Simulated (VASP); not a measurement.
Input of a VASP 6.6.1 run:

Contents of INCAR:

```
PREC = Accurate ; ENCUT = 520
EDIFF = 1E-7 ; ISMEAR = 0
SIGMA = 0.05 ; LREAL = F
LASPH = T ; NELM = 60
ALGO = Normal ; ISIF = 2
LWAVE = F ; LCHARG = F
GGA = PS ; NBANDS = 11
```

File KPOINTS:

```
Automatic mesh
0
Gamma
  14 14 14
```

Contents of POSCAR:

```
MgO
1.0
    2.5975744881      0.0000000000      0.0000000000
    0.0000000000      2.5975744881      0.0000000000
    0.0000000000      0.0000000000      2.5975744881
Mg O
1 1
Direct
    0.0000000000      0.0000000000      0.0000000000
    0.5000000000      0.5000000000      0.5000000000
```

Potentials or basis: VASP PAW PBE potentials, release 64 (Mg, O).

Command:

```sh
$ cat potpaw_PBE.64/Mg/POTCAR potpaw_PBE.64/O/POTCAR > POTCAR
$ mpirun -np 1 vasp_std > vasp.out
```

(1) Estimate the band gap on the k mesh.

(2) What does it give for the pressure?

## Answers

(1) 2.85 eV, indirect (least direct gap 3.92 eV).

(2) 6.1 GPa.

Caveat: the PAW data sets were made with another functional, which shifts forces and pressure a little.
